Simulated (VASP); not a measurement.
**SnO: single point with LDA**

SnO:

```xyz
4
Lattice="3.3550 0.0000 0.0000 0.0000 5.6741 0.0000 0.0000 0.0000 4.2220" Properties=species:S:1:pos:R:3 pbc="T T T"
Sn   -0.0159    1.1661    2.0885
Sn    1.6642    4.2643   -0.0384
O    -0.0055    4.9820    3.0825
O     1.6653    0.4244    1.0024
```

```
Program                : VASP 6.6.1
Task                   : single point
Functional             : LDA
Potentials or basis    : VASP PAW LDA potentials, release 64 (Sn_d, O)
Cutoff                 : 520 eV
k mesh                 : 4 × 3 × 3
Occupations            : gaussian, width 0.01 eV
Spin                   : no spin polarisation
Dipole correction      : no
Further INCAR settings : ALGO = Normal; EDIFF = 1e-06; NBANDS = 28
```

```
Pressure               : -2.4 GPa
Largest force          : 0.143 eV/Å
Band gap on the k mesh : 1.59 eV, indirect (least direct gap 2.26 eV)
```

Forces on the atoms (eV/Å):
```
Sn   0.029 -0.045 -0.052
Sn   0.045 -0.053  0.024
O   -0.062  0.101  0.081
O   -0.011 -0.002 -0.053
```

Stress tensor (GPa, compression positive):
```
-3.53  0.01  0.12
 0.01 -1.64 -0.29
 0.12 -0.29 -1.89
```

Levels at points of the mesh, in eV from the valence-band top:
| k point | band 16 | band 17 | band 18 | band 19 | band 20 | band 21 | band 22 | band 23 | band 24 | band 25 |
| --- | --- | --- | --- | --- | --- | --- | --- | --- | --- | --- |
| (0.00, 0.00, 0.00) | -4.29 | -3.88 | -2.99 | -2.23 | 0.00 | 2.32 | 2.91 | 5.70 | 5.75 | 7.73 |
| (0.50, 0.00, 0.00) | -4.85 | -2.90 | -2.86 | -1.42 | -1.38 | 2.54 | 2.56 | 5.49 | 5.52 | 6.40 |

It took 26 s on 1 thread of Intel(R) Xeon(R) Platinum 8488C (Sapphire Rapids), on a shared host, peak memory 0.17 GiB.

Caveat: the k points lie up to 0.50 Å⁻¹ apart; spin-orbit coupling is left out, which moves the levels of the heavy elements. LDA gaps usually lie below the measured ones, often by a third to a half.
